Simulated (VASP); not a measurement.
A run of VASP 6.6.1:

POSCAR

```
SrIr2
1.0
    0.0000000000      3.8864500570      3.8864500570
    3.8864500570      0.0000000000      3.8864500570
    3.8864500570      3.8864500570      0.0000000000
Sr Ir
2 4
Direct
    0.5000000000      0.5000000000      0.5000000000
    0.7500000000      0.7500000000      0.7500000000
    0.1250000000      0.1250000000      0.1250000000
    0.6250000000      0.1250000000      0.1250000000
    0.1250000000      0.1250000000      0.6250000000
    0.1250000000      0.6250000000      0.1250000000
```

Contents of INCAR.step1:

```
  PREC = Accurate
  ENCUT = 520
  ISMEAR = 0
  SIGMA = 0.1
  LREAL = F
  LASPH = T
  NELM = 60
  NBANDS = 37
  GGA = PE
  ALGO = Normal
  EDIFF = 1E-4
  LWAVE = T
  LCHARG = F
```

The input INCAR.step2:

```
  PREC = Accurate
  ENCUT = 520
  EDIFF = 1E-6
  ISMEAR = 0
  SIGMA = 0.1
  LREAL = F
  LASPH = T
  NELM = 60
  ALGO = Normal
  ISIF = 2
  LWAVE = F
  LCHARG = F
  METAGGA = R2SCAN
  LMIXTAU = T
  NBANDS = 37
  ISTART = 1
```

File KPOINTS:

```
regular mesh
0
Gamma
  8 8 8
```

Potentials or basis: VASP PAW PBE potentials, release 64 (Sr_sv, Ir).

The run is started by

```bash
$ cat potpaw_PBE.64/Sr_sv/POTCAR potpaw_PBE.64/Ir/POTCAR > POTCAR
$ cp INCAR.step1 INCAR
$ mpirun -np 1 vasp_std > vasp.out
$ cp INCAR.step2 INCAR
$ mpirun -np 1 vasp_std > vasp.out
```

Hardware: 1 thread of Intel Xeon 8259CL (shared host).

Problem. How long does it take, and how much memory?

Solution. Run time: 16 min on 1 thread of Intel Xeon 8259CL, on a shared host, peak memory 0.35 GiB. Counts: k points 29.
